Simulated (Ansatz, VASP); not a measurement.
## Two plane-wave programs on AlN

INCAR

```
ALGO = Normal
EDIFF = 1E-7
EDIFFG = -0.01
ENCUT = 520
IBRION = 2
ISIF = 2
ISMEAR = 0
LASPH = T
LCHARG = F
LREAL = F
LWAVE = F
NELM = 80
NSW = 50
PREC = Accurate
SIGMA = 0.05
```

KPOINTS

```
k-points
0
Gamma
  9 9 6
```

POSCAR

```
AlN
1.0
    3.0268000000      0.0000000000      0.0000000000
   -1.5134000000      2.6212856922      0.0000000000
    0.0000000000      0.0000000000      4.9435842660
Al N
2 2
Direct
    0.3333333333      0.6666666667      0.0015210172
    0.6666666667      0.3333333333      0.5015210172
    0.3333333333      0.6666666667      0.3834789828
    0.6666666667      0.3333333333      0.8834789828
```

Input for Ansatz:

```yaml
crystal:
  lattice:
    - [3.0268, 0.0, 0.0]
    - [-1.5134, 2.6212856922, 0.0]
    - [0.0, 0.0, 4.943584266]
  atoms:
    - { symbol: Al, position: [0.3333333333, 0.6666666667, 0.0015210172] }
    - { symbol: Al, position: [0.6666666667, 0.3333333333, 0.5015210172] }
    - { symbol: "N", position: [0.3333333333, 0.6666666667, 0.3834789828] }
    - { symbol: "N", position: [0.6666666667, 0.3333333333, 0.8834789828] }
basis:
  ecutwfc: 520.0
kpoints:
  mp_grid: { grid: [9, 9, 6] }
hamiltonian:
  xc: lda
  pseudopotentials: { kind: paw, azcp: { folder: soft_1 } }
scf:
  occupations: { method: gaussian, width: 0.05 }
output:
  forces: true
  stress: true
  eigenvalues: true
  write_density: true
  write_potential: true
  elf: true
  volumetric_format: npy
relax:
  adjacent_minimum: "off"
  f_tol: 0.01
  max_steps: 30
```

Alike in both runs: task relaxation of the atoms; functional LDA; k mesh 9 × 9 × 6; occupations gaussian, width 0.05 eV; no spin polarisation.

|  | VASP | Ansatz |
| --- | --- | --- |
| version | VASP 6.6.1 | Ansatz 0.2.0 |
| potentials or method | VASP PAW LDA potentials, release 64 (Al, N), cutoff 520 eV | scalar-relativistic, plane waves, PAW |
| valence electrons in the cell | 16 | 16 |

Ansatz gave:

```
gap on the k mesh at the Fermi level, each at its own relaxed structure (eV) : 4.89
```

Q: What did VASP give for the same quantities?

A: gap on the k mesh at the Fermi level, each at its own relaxed structure (eV): 4.90.

Ansatz warns that its potentials were made for another functional, while VASP's fit it. LDA's correlation is that of Perdew and Zunger in VASP and of Perdew and Wang (1992) in Ansatz. Ansatz's warnings: stress scf threshold loose.
